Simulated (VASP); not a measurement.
Input of a VASP 6.6.1 run:

The input INCAR:

```
ALGO     = Normal         # electronic algorithm
EDIFF    = 1E-6           # SCF threshold, eV
ENCUT    = 600            # plane-wave cutoff, eV
GGA      = PE             # functional
GGA_COMPAT= F            
ISIF     = 2              # what is computed and relaxed
ISMEAR   = 0              # smearing method
LASPH    = T              # aspherical terms in the spheres
LCHARG   = T              # write CHGCAR
LELF     = T              # ELF
LREAL    = F              # projectors in reciprocal space
LVHAR    = T            
LWAVE    = F              # write WAVECAR
NBANDS   = 30             # bands
NELM     = 120            # most SCF steps
PREC     = Accurate       # precision mode
SIGMA    = 0.01           # smearing width, eV
```

Contents of KPOINTS:

```
k-points
0
Gamma
  2 2 2
```

POSCAR

```
TiPbO3
1.0
    3.9639000000      0.0000000000      0.0000000000
    0.0000000000      3.9639000000      0.0000000000
    0.0000000000      0.0000000000      3.9639000000
Ti Pb O
1 1 3
Direct
    0.5000000000      0.5000000000      0.5000000000
    0.0000000000      0.0000000000      0.0000000000
    0.0000000000      0.5000000000      0.5000000000
    0.5000000000      0.0000000000      0.5000000000
    0.5000000000      0.5000000000      0.0000000000
```

Potentials or basis: VASP PAW PBE potentials, release 64 (Ti_sv, Pb_d, O).

Command:

```console
$ cat potpaw_PBE.64/Ti_sv/POTCAR potpaw_PBE.64/Pb_d/POTCAR potpaw_PBE.64/O/POTCAR > POTCAR
$ mpirun -np 1 vasp_std > vasp.out
```

Q: Predict the pressure.

A: 3.3 GPa.

Q: Predict the band gap on the k mesh.

A: 1.27 eV, indirect (least direct gap 1.28 eV).

Caveat: the k points lie up to 0.79 Å⁻¹ apart; spin-orbit coupling is left out, which moves the levels of the heavy elements. A k mesh can miss the band edges.
